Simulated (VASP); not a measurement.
# Pt (Pm-3n) in VASP: further runs

The runs below take Pt through single point, with r2SCAN.

All numbers are computed with VASP 6.6.1; they aren't measurements. Logs are shortened: lines on timing, memory, paths and dates and some standing lists are left out, and cuts for length are marked.

### 1 The cell of the first run

It takes space group Pm-3n (No. 223, cubic). Conventional cell: a = 5.043 Å, b = 5.043 Å, c = 5.043 Å, α = 90.00°, β = 90.00°, γ = 90.00°. Within 3.7 Å of Pt (site symmetry m-3) lie 12 Pt at 2.82 Å. Pt (site symmetry -4m2) has 14 Pt at 2.52 to 3.09 Å within 3.3 Å.

### 2 Single point, r2SCAN

Contents of POSCAR:

```
Pt
1.0
    5.0426246766      0.0000000000      0.0000000000
    0.0000000000      5.0426246766      0.0000000000
    0.0000000000      0.0000000000      5.0426246766
Pt
8
Direct
    0.5000000000      0.5000000000      0.5000000000
    0.0000000000      0.0000000000      0.0000000000
    0.2500000000      0.0000000000      0.5000000000
    0.5000000000      0.2500000000      0.0000000000
    0.5000000000      0.7500000000      0.0000000000
    0.7500000000      0.0000000000      0.5000000000
    0.0000000000      0.5000000000      0.7500000000
    0.0000000000      0.5000000000      0.2500000000
```

Contents of INCAR.step1:

```
SYSTEM = Pt
PREC     = Accurate       ! precision mode
ENCUT    = 550            ! plane-wave cutoff, eV
ISMEAR   = 0              ! smearing method
SIGMA    = 0.1            ! smearing width, eV
LREAL    = .False.        ! projectors in reciprocal space
LASPH    = .True.         ! aspherical terms in the spheres
NELM     = 120            ! most SCF steps
NBANDS   = 50             ! bands
GGA      = PE             ! functional
ALGO     = Normal         ! electronic algorithm
EDIFF    = 1E-5           ! SCF threshold, eV
LWAVE    = .True.         ! write WAVECAR
LCHARG   = .False.        ! write CHGCAR
GGA_COMPAT= .False.
```

Contents of INCAR.step2:

```
SYSTEM = Pt
PREC     = Accurate       ! precision mode
ENCUT    = 550            ! plane-wave cutoff, eV
EDIFF    = 1E-6           ! SCF threshold, eV
ISMEAR   = 0              ! smearing method
SIGMA    = 0.1            ! smearing width, eV
LREAL    = .False.        ! projectors in reciprocal space
LASPH    = .True.         ! aspherical terms in the spheres
NELM     = 120            ! most SCF steps
ALGO     = Normal         ! electronic algorithm
ISIF     = 2              ! what is computed and relaxed
LWAVE    = .False.        ! write WAVECAR
LCHARG   = .False.        ! write CHGCAR
METAGGA  = R2SCAN         ! meta-GGA
LMIXTAU  = .True.       
NBANDS   = 50             ! bands
ISTART   = 1            
GGA_COMPAT= .False.
```

Contents of KPOINTS:

```
regular mesh
0
Gamma
  4 4 4
  0 0 0
```

Potentials or basis: VASP PAW PBE potentials, release 64 (Pt).

Started as:

```bash
> cat potpaw_PBE.64/Pt/POTCAR > POTCAR
> cp INCAR.step1 INCAR
> mpirun -np 1 vasp_std > vasp.out
> cp INCAR.step2 INCAR
> mpirun -np 1 vasp_std > vasp.out
```

OUTCAR:

```text
SYSTEM = Pt
   PREC = Accurate
   ENCUT = 550
   EDIFF = 1E-6
   ISMEAR = 0
   LREAL = .False.
   LASPH = .True.
   NELM = 120
   ISIF = 2
   METAGGA = R2SCAN
   ISTART = 1

 ion  position               nearest neighbor table
   1  0.500  0.500  0.500-   3 2.82   4 2.82   5 2.82   6 2.82   7 2.82   8 2.82   4 2.82   5 2.82
                             3 2.82   6 2.82   7 2.82   8 2.82
   2  0.000  0.000  0.000-   3 2.82   4 2.82   5 2.82   6 2.82   7 2.82   8 2.82   3 2.82   6 2.82
                             7 2.82   8 2.82   4 2.82   5 2.82
   3  0.250  0.000  0.500-   6 2.52   6 2.52   1 2.82   2 2.82   1 2.82   2 2.82   8 3.09   5 3.09
                             4 3.09   5 3.09   4 3.09   7 3.09   8 3.09   7 3.09
   4  0.500  0.250  0.000-   5 2.52   5 2.52   1 2.82   1 2.82   2 2.82   2 2.82   8 3.09   3 3.09
                             3 3.09   6 3.09   6 3.09   7 3.09   7 3.09   8 3.09
   5  0.500  0.750  0.000-   4 2.52   4 2.52   1 2.82   1 2.82   2 2.82   2 2.82   8 3.09   3 3.09
                             3 3.09   6 3.09   6 3.09   7 3.09   7 3.09   8 3.09
   6  0.750  0.000  0.500-   3 2.52   3 2.52   1 2.82   2 2.82   1 2.82   2 2.82   8 3.09   4 3.09
                             4 3.09   5 3.09   5 3.09   7 3.09   8 3.09   7 3.09
   7  0.000  0.500  0.750-   8 2.52   8 2.52   1 2.82   2 2.82   2 2.82   1 2.82   3 3.09   4 3.09
                             5 3.09   3 3.09   6 3.09   6 3.09   4 3.09   5 3.09
   8  0.000  0.500  0.250-   7 2.52   7 2.52   1 2.82   2 2.82   2 2.82   1 2.82   3 3.09   4 3.09
                             5 3.09   3 3.09   6 3.09   6 3.09   4 3.09   5 3.09

  LATTYP: Found a simple cubic cell.
 ALAT       =     5.0426246766

  Lattice vectors:

 A1 = (   5.0426246766,   0.0000000000,   0.0000000000)
 A2 = (   0.0000000000,   5.0426246766,   0.0000000000)
 A3 = (   0.0000000000,   0.0000000000,   5.0426246766)

Analysis of symmetry for initial positions (statically):
=====================================================================
 Subroutine PRICEL returns:
 Original cell was already a primitive cell.

 Routine SETGRP: Setting up the symmetry group for a
 simple cubic supercell.

 Subroutine GETGRP returns: Found 48 space group operations
 (whereof 24 operations were pure point group operations)
 out of a pool of 48 trial point group operations.

The static configuration has the point symmetry T_h .
 The point group associated with its full space group is O_h .

Analysis of symmetry for dynamics (positions and initial velocities):
=====================================================================
 Subroutine PRICEL returns:
 Original cell was already a primitive cell.

 Routine SETGRP: Setting up the symmetry group for a
 simple cubic supercell.

 Subroutine GETGRP returns: Found 48 space group operations
 (whereof 24 operations were pure point group operations)
 out of a pool of 48 trial point group operations.

The dynamic configuration has the point symmetry T_h .
 The point group associated with its full space group is O_h .

 Subroutine INISYM returns: Found 48 space group operations
 (whereof 24 operations are pure point group operations),
 and found     1 'primitive' translations

----------------------------------------------------------------------------------------

                                     Primitive cell

  volume of cell :     128.2242

  direct lattice vectors                    reciprocal lattice vectors
     5.042624677  0.000000000  0.000000000     0.198309425  0.000000000  0.000000000
     0.000000000  5.042624677  0.000000000     0.000000000  0.198309425  0.000000000
     0.000000000  0.000000000  5.042624677     0.000000000  0.000000000  0.198309425

  length of vectors
     5.042624677  5.042624677  5.042624677     0.198309425  0.198309425  0.198309425

  position of ions in fractional coordinates (direct lattice)
     0.500000000  0.500000000  0.500000000
     0.000000000  0.000000000  0.000000000
     0.250000000  0.000000000  0.500000000
     0.500000000  0.250000000  0.000000000
     0.500000000  0.750000000  0.000000000
     0.750000000  0.000000000  0.500000000
     0.000000000  0.500000000  0.750000000
     0.000000000  0.500000000  0.250000000

  ion indices of the primitive-cell ions
   primitive index   ion index
                 1           1
                 2           2
                 3           3
                 4           4
                 5           5
                 6           6
                 7           7
                 8           8

----------------------------------------------------------------------------------------

 KPOINTS: regular mesh

Automatic generation of k-mesh.
 Grid dimensions read from file:
 generate k-points for:    4    4    4

 Generating k-lattice:

  Cartesian coordinates                     Fractional coordinates (reciprocal lattice)
     0.049577356  0.000000000  0.000000000     0.250000000  0.000000000  0.000000000
     0.000000000  0.049577356  0.000000000     0.000000000  0.250000000  0.000000000
     0.000000000  0.000000000  0.049577356     0.000000000  0.000000000  0.250000000

  Length of vectors
     0.049577356  0.049577356  0.049577356

  Shift w.r.t. Gamma in fractional coordinates (k-lattice)
     0.000000000  0.000000000  0.000000000

 Subroutine IBZKPT returns following result:
 ===========================================

 Found     10 irreducible k-points:

 Following reciprocal coordinates:
            Coordinates               Weight
  0.000000  0.000000  0.000000      1.000000
  0.250000  0.000000  0.000000      6.000000
  0.500000  0.000000  0.000000      3.000000
  0.250000  0.250000  0.000000     12.000000
  0.500000  0.250000  0.000000     12.000000
  0.500000  0.500000  0.000000      3.000000
  0.250000  0.250000  0.250000      8.000000
  0.500000  0.250000  0.250000     12.000000
  0.500000  0.500000  0.250000      6.000000
  0.500000  0.500000  0.500000      1.000000
   k-points           NKPTS =     10   k-points in BZ     NKDIM =     10   number of bands    NBANDS=     50
   number of dos      NEDOS =    301   number of ions     NIONS =      8
   total plane-waves  NPLWV =  64000
   dimension x,y,z NGX =    40 NGY =   40 NGZ =   40
   dimension x,y,z NGXF=    80 NGYF=   80 NGZF=   80
   ions per type =               8
   NGX,Y,Z   is equivalent  to a cutoff of  13.19, 13.19, 13.19 a.u.
   NGXF,Y,Z  is equivalent  to a cutoff of  26.37, 26.37, 26.37 a.u.
 SYSTEM =  Pt
   PREC   = accura    normal or accurate (medium, high low for compatibility)
   ISTART =      1    job   : 0-new  1-cont  2-samecut
   ICHARG =      0    charge: 1-file 2-atom 10-const
   ISPIN  =      1    spin polarized calculation?
   LNONCOLLINEAR =      F non collinear calculations
   LSORBIT =      F    spin-orbit coupling
   LASPH  =      T    aspherical Exc in radial PAW
   ENCUT  =  550.0 eV  40.42 Ry    6.36 a.u.   9.64  9.64  9.64*2*pi/ulx,y,z
   NELM   =    120;   NELMIN=  2; NELMDL=  0     # of ELM steps
   EDIFF  = 0.1E-05   stopping-criterion for ELM
   LREAL  =      F    real-space projection
   EDIFFG = 0.1E-04   stopping-criterion for IOM
   NSW    =      0    number of steps for IOM
   IBRION =     -1    ionic relax: 0-MD 1-quasi-New 2-CG
   NFREE  =      0    steps in history (QN), initial steepest desc. (CG)
   ISIF   =      2    stress and relaxation
   ISYM   =      2    0-nonsym 1-usesym 2-fastsym
   POTIM  = 0.5000    time-step for ionic-motion
   TEBEG  =    0.0;   TEEND  =   0.0 temperature during run
   PSTRESS=    0.0 pullay stress
   NELECT =      80.0000    total number of electrons
   NUPDOWN=      -1.0000    fix difference up-down
   EMIN   =  10.00;   EMAX   =-10.00  energy-range for DOS
   EFERMI =   0.00;   METHOD = LEGACY
   ISMEAR =     0;   SIGMA  =   0.10  broadening in eV -4-tet -1-fermi 0-gaus
   EFERMI_NEDOS =   21; number of points for ismear=-14 and -15
   IALGO  =     38    algorithm
   IMIX   =      4    mixing-type and parameters
     AMIX     =   0.40;   BMIX     =  1.00
     AMIX_MAG =   1.60;   BMIX_MAG =  1.00
  volume/ion in A,a.u.               =      16.03       108.16
  Fermi-wavevector in a.u.,A,eV,Ry     =   1.398883  2.643506 26.624897  1.956875
  Thomas-Fermi vector in A             =   2.521998
   LORBIT       =      0    0 simple, 1 ext, 2 COOP (PROOUT), +10 PAW based schemes
   METAGGA = R2SCAN    functional components
   LHFCALC =     F    Hartree Fock is set to
   AEXX    =    0.0000 exact exchange contribution
   IVDW    =     0    specifies the selected vdW correction
   LEPSILON=     F    determine dielectric tensor
   LRPA    =     F    only Hartree local field effects (RPA)
 non-spin polarized calculation
 Gauss-broadening in eV      SIGMA  =   0.10
  energy-cutoff  :      550.00
  volume of cell :      128.22
 maximum number of plane-waves:      3840
 NGX is ok and might be reduce to    40
   NGX = 19   NGY = 19   NGZ = 19

 number of electron      80.0000019 magnetization

 Free energy of the ion-electron system (eV)
  ---------------------------------------------------
  ext. energy  EPLUGINS =         0.00000000
  ---------------------------------------------------
  free energy    TOTEN  =      -409.74193585 eV

  energy without entropy =     -409.67827010  energy(sigma->0) =     -409.71010297

 E-fermi :   9.8594     XC(G=0): -14.1623

 val. band max:        9.8391862027   @ k =   0.2500   0.0000   0.0000
 cond. band min:       9.9111583648   @ k =   0.2500   0.0000   0.0000
 fundamental gap:      0.0719721621
 Fermi energy:         9.8594121586

 k-point     1 :       0.0000    0.0000    0.0000
  band No.  band energies     occupation
      1       0.0830      2.00000
      2       2.7240      2.00000
      3       2.7240      2.00000
      4       3.9131      2.00000
      5       4.1403      2.00000
      6       4.2727      2.00000
[... 42 lines left out ...]
     49      17.6874      0.00000
     50      17.6874      0.00000

 k-point     2 :       0.2500    0.0000    0.0000
  band No.  band energies     occupation
      1       0.5862      2.00000
      2       2.6051      2.00000
      3       3.1412      2.00000
      4       3.3556      2.00000
      5       4.2298      2.00000
      6       4.3097      2.00000
[... 42 lines left out ...]
     49      16.6748      0.00000
     50      17.0045      0.00000

 k-point     3 :       0.5000    0.0000    0.0000
  band No.  band energies     occupation
      1       1.8182      2.00000
      2       1.8182      2.00000
      3       3.1344      2.00000
      4       3.1344      2.00000
      5       4.3341      2.00000
      6       4.3341      2.00000
[... 360 lines left out ...]
     49      18.4484      0.00000
     50      18.8411      0.00000

 k-point    10 :       0.5000    0.5000    0.5000
  band No.  band energies     occupation
      1       3.9306      2.00000
      2       3.9306      2.00000
      3       3.9306      2.00000
      4       3.9306      2.00000
      5       3.9306      2.00000
      6       3.9306      2.00000
[... 42 lines left out ...]
     49      21.4364      0.00000
     50      21.4375      0.00000

------------------------ aborting loop because EDIFF is reached ----------------------------------------

  FORCE on cell =-STRESS in cart. coord.  units (eV):
  Direction    XX          YY          ZZ          XY          YZ          ZX
  --------------------------------------------------------------------------------------
  -------------------------------------------------------------------------------------
  Total       -1.5250911     -1.5250911     -1.5250911     -0.0000000      0.0000000      0.0000000
  in kB      -19.0562055    -19.0562055    -19.0562055     -0.0000000      0.0000000      0.0000000
  external PRESSURE =     -19.0562055 kB  Pullay stress =       0.0000000 kB

 VOLUME and BASIS-vectors are now :
 -----------------------------------------------------------------------------
  energy-cutoff  :      550.00
  volume of cell :      128.22
      direct lattice vectors                 reciprocal lattice vectors
     5.042624677  0.000000000  0.000000000     0.198309425  0.000000000  0.000000000
     0.000000000  5.042624677  0.000000000     0.000000000  0.198309425  0.000000000
     0.000000000  0.000000000  5.042624677     0.000000000  0.000000000  0.198309425

 POSITION                                       TOTAL-FORCE (eV/Angst)
 -----------------------------------------------------------------------------------
      2.52131      2.52131      2.52131         0.000000      0.000000      0.000000
      0.00000      0.00000      0.00000         0.000000      0.000000      0.000000
      1.26066      0.00000      2.52131         0.000000     -0.000000     -0.000000
      2.52131      1.26066      0.00000         0.000000     -0.000000     -0.000000
      2.52131      3.78197      0.00000        -0.000000      0.000000      0.000000
      3.78197      0.00000      2.52131        -0.000000     -0.000000      0.000000
      0.00000      2.52131      3.78197        -0.000000     -0.000000      0.000000
      0.00000      2.52131      1.26066        -0.000000      0.000000     -0.000000
 -----------------------------------------------------------------------------------
    total drift:                               -0.000000     -0.000000      0.000000

  FREE ENERGIE OF THE ION-ELECTRON SYSTEM (eV)
  ---------------------------------------------------
  free  energy   TOTEN  =      -409.7419358508 eV

  energy  without entropy=     -409.6782700959  energy(sigma->0) =     -409.71010297
```

Wall time 4.2 min (1 thread of Intel Xeon Platinum 8488C (Sapphire Rapids), shared host); peak memory 0.27 GiB.

What came out:

| Quantity | Value |
| --- | --- |
| Free energy | -409.7419 eV |
| Pressure | -1.9 GPa |
| Band gap on the k mesh | zero (band 40 reaches 10.03 eV, above the bottom of band 41 at 9.65 eV) |

Levels at points of the mesh, in eV from the Fermi level:
```
           k point  band 36  band 37  band 38  band 39  band 40  band 41  band 42  band 43  band 44  band 45
(0.00, 0.00, 0.00)    -0.19    -0.19    -0.19     0.18     0.18     0.18     2.55     2.55     2.55     3.39
(0.50, 0.00, 0.00)    -0.67    -0.60    -0.60     0.15     0.15     0.67     0.67     2.79     2.79     2.93
(0.50, 0.50, 0.00)    -0.56    -0.54    -0.46    -0.22    -0.22     0.11     0.16     0.16     0.87     2.49
(0.50, 0.50, 0.50)    -0.73    -0.45    -0.45    -0.45    -0.45     0.58     0.58     0.58     0.58     0.58
```

Caveat: the PAW data sets were made with another functional, which shifts forces and pressure a little; spin-orbit coupling is left out, which moves the levels of the heavy elements.

### 3 Single point, r2SCAN

This run uses another cell than the first one, of 15.85 Å³/atom, 0.989 times its volume.

Changes to POSCAR since step 2:

```diff
@@ -2,5 +2,5 @@
 1.0
-    5.0426246766      0.0000000000      0.0000000000
-    0.0000000000      5.0426246766      0.0000000000
-    0.0000000000      0.0000000000      5.0426246766
+    5.0241443890      0.0000000000      0.0000000000
+    0.0000000000      5.0241443890      0.0000000000
+    0.0000000000      0.0000000000      5.0241443890
 Pt
```

Contents of INCAR.step1:

```
SYSTEM = Pt
PREC     = Accurate       ! precision mode
ENCUT    = 550            ! plane-wave cutoff, eV
ISMEAR   = 0              ! smearing method
SIGMA    = 0.1            ! smearing width, eV
LREAL    = .FALSE.        ! projectors in reciprocal space
LASPH    = .TRUE.         ! aspherical terms in the spheres
NELM     = 120            ! most SCF steps
NBANDS   = 50             ! bands
GGA      = PE             ! functional
ALGO     = Normal         ! electronic algorithm
EDIFF    = 1E-5           ! SCF threshold, eV
LWAVE    = .TRUE.         ! write WAVECAR
LCHARG   = .FALSE.        ! write CHGCAR
GGA_COMPAT= .FALSE.
```

Contents of INCAR.step2:

```
SYSTEM = Pt
PREC     = Accurate       ! precision mode
ENCUT    = 550            ! plane-wave cutoff, eV
EDIFF    = 1E-6           ! SCF threshold, eV
ISMEAR   = 0              ! smearing method
SIGMA    = 0.1            ! smearing width, eV
LREAL    = .FALSE.        ! projectors in reciprocal space
LASPH    = .TRUE.         ! aspherical terms in the spheres
NELM     = 120            ! most SCF steps
ALGO     = Normal         ! electronic algorithm
ISIF     = 2              ! what is computed and relaxed
LWAVE    = .FALSE.        ! write WAVECAR
LCHARG   = .TRUE.         ! write CHGCAR
METAGGA  = R2SCAN         ! meta-GGA
LMIXTAU  = .TRUE.       
LELF     = .TRUE.         ! ELF
LVHAR    = .TRUE.       
NBANDS   = 50             ! bands
ISTART   = 1            
GGA_COMPAT= .FALSE.
```

Contents of KPOINTS:

```
Automatic mesh
0
G
  8 8 8
  0 0 0
```

Potentials or basis: VASP PAW PBE potentials, release 64 (Pt).

Started as:

```bash
> cat potpaw_PBE.64/Pt/POTCAR > POTCAR
> cp INCAR.step1 INCAR
> mpirun -np 1 vasp_std > vasp.out
> cp INCAR.step2 INCAR
> mpirun -np 1 vasp_std > vasp.out
```

Wall time 10 min (1 thread of Intel Xeon Platinum 8488C (Sapphire Rapids), shared host); peak memory 0.35 GiB.

It converged, with:

* Free energy: -409.8453 eV
* Pressure: 0.6 GPa
* Band gap on the k mesh: zero (band 40 reaches 10.23 eV, above the bottom of band 41 at 9.82 eV)

Levels at points of the mesh, in eV from the Fermi level:
| k point | band 37 | band 38 | band 39 | band 40 | band 41 | band 42 | band 43 | band 44 |
| --- | --- | --- | --- | --- | --- | --- | --- | --- |
| (0.00, 0.00, 0.00) | -0.20 | -0.20 | 0.19 | 0.19 | 0.19 | 2.56 | 2.56 | 2.56 |
| (0.50, 0.00, 0.00) | -0.63 | -0.63 | 0.16 | 0.16 | 0.69 | 0.69 | 2.82 | 2.82 |
| (0.50, 0.50, 0.00) | -0.54 | -0.45 | -0.21 | -0.21 | 0.15 | 0.20 | 0.20 | 0.89 |
| (0.50, 0.50, 0.50) | -0.43 | -0.43 | -0.43 | -0.43 | 0.60 | 0.60 | 0.60 | 0.60 |

Caveat: the PAW data sets were made with another functional, which shifts forces and pressure a little; spin-orbit coupling is left out, which moves the levels of the heavy elements.
